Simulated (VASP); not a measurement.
# LaZn (R-3m) in VASP: notebook

LaZn is run at these levels: LDA; tasks: electric field gradients.

Everything below comes from runs of VASP 6.6.1. Logs are shortened: lines on timing, memory, paths and dates and some standing lists are left out, and cuts for length are marked.

## Step 1: The cell of the first run

Symmetry: R-3m, No. 166, trigonal system. The conventional cell has a = 5.277 Å, b = 5.277 Å, c = 6.560 Å, α = 90.00°, β = 90.00°, γ = 120.00°. Within 4.3 Å of La (site symmetry -3m) lie 8 Zn at 3.24 to 3.28 Å and 6 La at 3.75 Å. Within 4.3 Å of Zn (site symmetry -3m) lie 8 La at 3.24 to 3.28 Å and 6 Zn at 3.75 Å.

## Step 2: Electric field gradients, LDA (equal xy, yz and zx shear strains of +1 %)

INCAR

```
SYSTEM = LaZn
ALGO = Normal
EDIFF = 1E-8
ENCUT = 520
ISIF = 2
ISMEAR = -1
LASPH = .True.
LCHARG = .False.
LEFG = .True.
LREAL = .False.
LWAVE = .False.
NBANDS = 18
NELM = 60
PREC = Accurate
SIGMA = 0.05
```

KPOINTS

```
k-points
0
Gamma
  9 9 9
  0 0 0
```

POSCAR

```
LaZn
1.0
    3.7500000000      0.0187500000      0.0187500000
    0.0187500000      3.7500000000      0.0187500000
    0.0187500000      0.0187500000      3.7500000000
La Zn
1 1
Direct
    0.5000000000      0.5000000000      0.5000000000
    0.0000000000      0.0000000000      0.0000000000
```

Potentials or basis: VASP PAW LDA potentials, release 64 (La, Zn).

Command:

```bash
$ cat potpaw_LDA.64/La/POTCAR potpaw_LDA.64/Zn/POTCAR > POTCAR
$ mpirun -np 1 vasp_std > vasp.out
```

OUTCAR:

```text
SYSTEM = LaZn
   EDIFF = 1E-8
   ENCUT = 520
   ISIF = 2
   ISMEAR = -1
   LASPH = .True.
   LREAL = .False.
   NELM = 60
   PREC = Accurate

 ion  position               nearest neighbor table
   1  0.500  0.500  0.500-   2 3.24   2 3.24   2 3.24   2 3.24   2 3.24   2 3.24   2 3.28   2 3.28

   2  0.000  0.000  0.000-   1 3.24   1 3.24   1 3.24   1 3.24   1 3.24   1 3.24   1 3.28   1 3.28

  LATTYP: Found a trigonal (rhomboedric) cell.
 ALAT       =     3.7500937488
 COS(alpha) =     0.0100244988

  Lattice vectors:

 A1 = (   3.7500000000,   0.0187500000,   0.0187500000)
 A2 = (   0.0187500000,   3.7500000000,   0.0187500000)
 A3 = (   0.0187500000,   0.0187500000,   3.7500000000)

Analysis of symmetry for initial positions (statically):
=====================================================================
 Subroutine PRICEL returns:
 Original cell was already a primitive cell.

 Routine SETGRP: Setting up the symmetry group for a
 trigonal (rhombohedral) supercell.

 Subroutine GETGRP returns: Found 12 space group operations
 (whereof 12 operations were pure point group operations)
 out of a pool of 12 trial point group operations.

The static configuration has the point symmetry D_3d.

Analysis of symmetry for dynamics (positions and initial velocities):
=====================================================================
 Subroutine PRICEL returns:
 Original cell was already a primitive cell.

 Routine SETGRP: Setting up the symmetry group for a
 trigonal (rhombohedral) supercell.

 Subroutine GETGRP returns: Found 12 space group operations
 (whereof 12 operations were pure point group operations)
 out of a pool of 12 trial point group operations.

The dynamic configuration has the point symmetry D_3d.

 Subroutine INISYM returns: Found 12 space group operations
 (whereof 12 operations are pure point group operations),
 and found     1 'primitive' translations

----------------------------------------------------------------------------------------

                                     Primitive cell

  volume of cell :      52.7304

  direct lattice vectors                    reciprocal lattice vectors
     3.750000000  0.018750000  0.018750000     0.266679934 -0.001326766 -0.001326766
     0.018750000  3.750000000  0.018750000    -0.001326766  0.266679934 -0.001326766
     0.018750000  0.018750000  3.750000000    -0.001326766 -0.001326766  0.266679934

  length of vectors
     3.750093749  3.750093749  3.750093749     0.266686535  0.266686535  0.266686535

  position of ions in fractional coordinates (direct lattice)
     0.500000000  0.500000000  0.500000000
     0.000000000  0.000000000  0.000000000

  ion indices of the primitive-cell ions
   primitive index   ion index
                 1           1
                 2           2

----------------------------------------------------------------------------------------

 KPOINTS: k-points

Automatic generation of k-mesh.
 Grid dimensions read from file:
 generate k-points for:    9    9    9

 Generating k-lattice:

  Cartesian coordinates                     Fractional coordinates (reciprocal lattice)
     0.029631104 -0.000147418 -0.000147418     0.111111111 -0.000000000  0.000000000
    -0.000147418  0.029631104 -0.000147418    -0.000000000  0.111111111  0.000000000
    -0.000147418 -0.000147418  0.029631104     0.000000000  0.000000000  0.111111111

  Length of vectors
     0.029631837  0.029631837  0.029631837

  Shift w.r.t. Gamma in fractional coordinates (k-lattice)
     0.000000000  0.000000000  0.000000000

 Subroutine IBZKPT returns following result:
 ===========================================

 Found     85 irreducible k-points:

 Following reciprocal coordinates:
            Coordinates               Weight
  0.000000  0.000000  0.000000      1.000000
  0.111111  0.000000  0.000000      6.000000
  0.222222  0.000000  0.000000      6.000000
  0.333333  0.000000  0.000000      6.000000
  0.444444  0.000000  0.000000      6.000000
  0.111111  0.111111  0.000000      6.000000
[... 16 lines left out ...]
 -0.333333  0.333333  0.000000      6.000000
  0.444444  0.444444  0.000000      6.000000
 [... further k-points ...]
   k-points           NKPTS =     85   k-points in BZ     NKDIM =     85   number of bands    NBANDS=     18
   number of dos      NEDOS =    301   number of ions     NIONS =      2
   total plane-waves  NPLWV =  21952
   dimension x,y,z NGX =    28 NGY =   28 NGZ =   28
   dimension x,y,z NGXF=    56 NGYF=   56 NGZF=   56
   ions per type =               1   1
   NGX,Y,Z   is equivalent  to a cutoff of  12.41, 12.41, 12.41 a.u.
   NGXF,Y,Z  is equivalent  to a cutoff of  24.83, 24.83, 24.83 a.u.
 SYSTEM =  LaZn
   PREC   = accura    normal or accurate (medium, high low for compatibility)
   ISTART =      0    job   : 0-new  1-cont  2-samecut
   ICHARG =      2    charge: 1-file 2-atom 10-const
   ISPIN  =      1    spin polarized calculation?
   LNONCOLLINEAR =      F non collinear calculations
   LSORBIT =      F    spin-orbit coupling
   LASPH  =      T    aspherical Exc in radial PAW
   ENCUT  =  520.0 eV  38.22 Ry    6.18 a.u.   6.97  6.97  6.97*2*pi/ulx,y,z
   NELM   =     60;   NELMIN=  2; NELMDL= -5     # of ELM steps
   EDIFF  = 0.1E-07   stopping-criterion for ELM
   LREAL  =      F    real-space projection
   EDIFFG = 0.1E-06   stopping-criterion for IOM
   NSW    =      0    number of steps for IOM
   IBRION =     -1    ionic relax: 0-MD 1-quasi-New 2-CG
   NFREE  =      0    steps in history (QN), initial steepest desc. (CG)
   ISIF   =      2    stress and relaxation
   ISYM   =      2    0-nonsym 1-usesym 2-fastsym
   POTIM  = 0.5000    time-step for ionic-motion
   TEBEG  =    0.0;   TEEND  =   0.0 temperature during run
   PSTRESS=    0.0 pullay stress
   NELECT =      23.0000    total number of electrons
   NUPDOWN=      -1.0000    fix difference up-down
   EMIN   =  10.00;   EMAX   =-10.00  energy-range for DOS
   EFERMI =   0.00;   METHOD = LEGACY
   ISMEAR =    -1;   SIGMA  =   0.05  broadening in eV -4-tet -1-fermi 0-gaus
   EFERMI_NEDOS =   21; number of points for ismear=-14 and -15
   IALGO  =     38    algorithm
   IMIX   =      4    mixing-type and parameters
     AMIX     =   0.40;   BMIX     =  1.00
     AMIX_MAG =   1.60;   BMIX_MAG =  1.00
  volume/ion in A,a.u.               =      26.37       177.92
  Fermi-wavevector in a.u.,A,eV,Ry     =   1.241548  2.346186 20.972598  1.541442
  Thomas-Fermi vector in A             =   2.375941
   LORBIT       =      0    0 simple, 1 ext, 2 COOP (PROOUT), +10 PAW based schemes
   GGA     = CA    functional components
   LHFCALC =     F    Hartree Fock is set to
   AEXX    =    0.0000 exact exchange contribution
   IVDW    =     0    specifies the selected vdW correction
   LEPSILON=     F    determine dielectric tensor
   LRPA    =     F    only Hartree local field effects (RPA)
 non-spin polarized calculation
  energy-cutoff  :      520.00
  volume of cell :       52.73
 maximum number of plane-waves:      1437
   NGX = 13   NGY = 13   NGZ = 13

 number of electron      23.0000032 magnetization

 Free energy of the ion-electron system (eV)
  ---------------------------------------------------
  ext. energy  EPLUGINS =         0.00000000
  ---------------------------------------------------
  free energy    TOTEN  =        -7.93266397 eV

  energy without entropy =       -7.90913752  energy(sigma->0) =       -7.92090074

 E-fermi :   6.0399     XC(G=0): -10.3746

 val. band max:        6.0328637093   @ k =  -0.2222   0.2222   0.2222
 cond. band min:       6.0526000184   @ k =   0.4444   0.4444   0.1111
 fundamental gap:      0.0197363092
 Fermi energy:         6.0398630648

 k-point     1 :       0.0000    0.0000    0.0000
  band No.  band energies     occupation
      1     -26.6551      2.00000
      2     -10.0496      2.00000
      3     -10.0496      2.00000
      4     -10.0337      2.00000
      5      -1.0991      2.00000
      6      -1.0991      2.00000
[... 10 lines left out ...]
     17       7.7623      0.00000
     18       7.7701      0.00000
[... 463 lines left out ...]
 k-point    24 :       0.4444    0.4444    0.0000
  band No.  band energies     occupation
      1     -26.5237      2.00000
      2     -10.7176      2.00000
      3     -10.7060      2.00000
      4      -9.8894      2.00000
      5      -1.0791      2.00000
      6      -1.0462      2.00000
[... 10 lines left out ...]
     17       8.0597      0.00000
     18       8.1127      0.00000

 [... further k-points ...]

------------------------ aborting loop because EDIFF is reached ----------------------------------------

  FORCE on cell =-STRESS in cart. coord.  units (eV):
  Direction    XX          YY          ZZ          XY          YZ          ZX
  --------------------------------------------------------------------------------------
  -------------------------------------------------------------------------------------
  Total       -1.3122785     -1.3122785     -1.3122785     -0.0941790     -0.0941790     -0.0941790
  in kB      -39.8726629    -39.8726629    -39.8726629     -2.8615622     -2.8615622     -2.8615622
  external PRESSURE =     -39.8726629 kB  Pullay stress =       0.0000000 kB

 VOLUME and BASIS-vectors are now :
 -----------------------------------------------------------------------------
  energy-cutoff  :      520.00
  volume of cell :       52.73
      direct lattice vectors                 reciprocal lattice vectors
     3.750000000  0.018750000  0.018750000     0.266679934 -0.001326766 -0.001326766
     0.018750000  3.750000000  0.018750000    -0.001326766  0.266679934 -0.001326766
     0.018750000  0.018750000  3.750000000    -0.001326766 -0.001326766  0.266679934

 POSITION                                       TOTAL-FORCE (eV/Angst)
 -----------------------------------------------------------------------------------
      1.89375      1.89375      1.89375         0.000000      0.000000     -0.000000
      0.00000      0.00000      0.00000        -0.000000     -0.000000      0.000000
 -----------------------------------------------------------------------------------
    total drift:                               -0.000000      0.000000      0.000000

  FREE ENERGIE OF THE ION-ELECTRON SYSTEM (eV)
  ---------------------------------------------------
  free  energy   TOTEN  =        -7.9326639683 eV

  energy  without entropy=       -7.9091375158  energy(sigma->0) =       -7.92090074

 Electric field gradients (V/A^2)
---------------------------------------------------------------------
 ion       V_xx      V_yy      V_zz      V_xy      V_xz      V_yz
---------------------------------------------------------------------
   1      -0.000    -0.000    -0.000     1.434     1.434     1.434
   2      -0.000    -0.000     0.000    -1.212    -1.212    -1.212
---------------------------------------------------------------------

 Electric field gradients after diagonalization (V/A^2)
 (convention: |V_zz| > |V_xx| > |V_yy|)
----------------------------------------------------------------------
 ion       V_xx      V_yy      V_zz     asymmetry (V_yy - V_xx)/ V_zz
----------------------------------------------------------------------
   1      -1.434    -1.434     2.868       0.000
   2       1.212     1.212    -2.424       0.000
----------------------------------------------------------------------

           NMR quadrupolar parameters

 Cq : quadrupolar parameter    Cq=e*Q*V_zz/h
 eta: asymmetry parameters     (V_yy - V_xx)/ V_zz
 Q  : nuclear electric quadrupole moment in mb (millibarn)
----------------------------------------------------------------------
 ion       Cq(MHz)       eta       Q (mb)
----------------------------------------------------------------------
   1       0.007       0.000       1.000
   2      -0.006       0.000       1.000
----------------------------------------------------------------------
```

Wall time 83 s (1 thread of Oxide Virtual Turin-like, shared host); peak memory 0.19 GiB.

What came out:

```
Free energy : -7.9327 eV
Pressure    : -4.0 GPa
```

Electric field gradients, principal values (V/Å²):
| atom | least | middle | greatest (by size) |
| --- | --- | --- | --- |
| 1 La | -1.434 | -1.434 | 2.868 |
| 2 Zn | 1.212 | 1.212 | -2.424 |

Caveat: the cell differs from its parent crystal (equal xy, yz and zx shear strains of +1 %); without QUAD_EFG the Cq values of the log hold for a quadrupole moment of 1 mb, not for the nuclei; spin-orbit coupling is left out, which moves the levels of the heavy elements.

(Continued in part 2 of 3.)
